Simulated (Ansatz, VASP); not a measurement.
# Two plane-wave programs on SiC3

```
Si C
1.0
     3.57566    0.00000    0.00000
     0.00000    3.57566    0.00000
     0.00000    0.00000    3.40436
Si C
1 3
Direct
  0.00000 0.00000 0.00000
  0.50000 0.50000 0.19876
  0.00000 0.00000 0.50000
  0.50000 0.50000 0.80124
```

Alike in both runs: functional PBE; k mesh 6 × 6 × 6; occupations gaussian, width 0.1 eV; no spin polarisation.

Ansatz relaxed the structure, and its values are those at the end. VASP's run is a single point on that final structure, the one shown.

|  | VASP | Ansatz |
| --- | --- | --- |
| version | VASP 6.6.1 | Ansatz 0.2.0 |
| potentials or method | VASP PAW PBE potentials, release 64 (Si, C_h), cutoff 1300 eV | scalar-relativistic, plane waves, PAW |
| valence electrons in the cell | 16 | 16 |

```tsv
	VASP	Ansatz	Ansatz less VASP
gap on the k mesh at the Fermi level (eV)	none	none	-
pressure (GPa)	-0.1	0.1	+0.16
rms of the force components (eV/Å)	0.006	0.000	-0.0059
```

A gap of «none» marks a metal or a gap that the smearing closes.
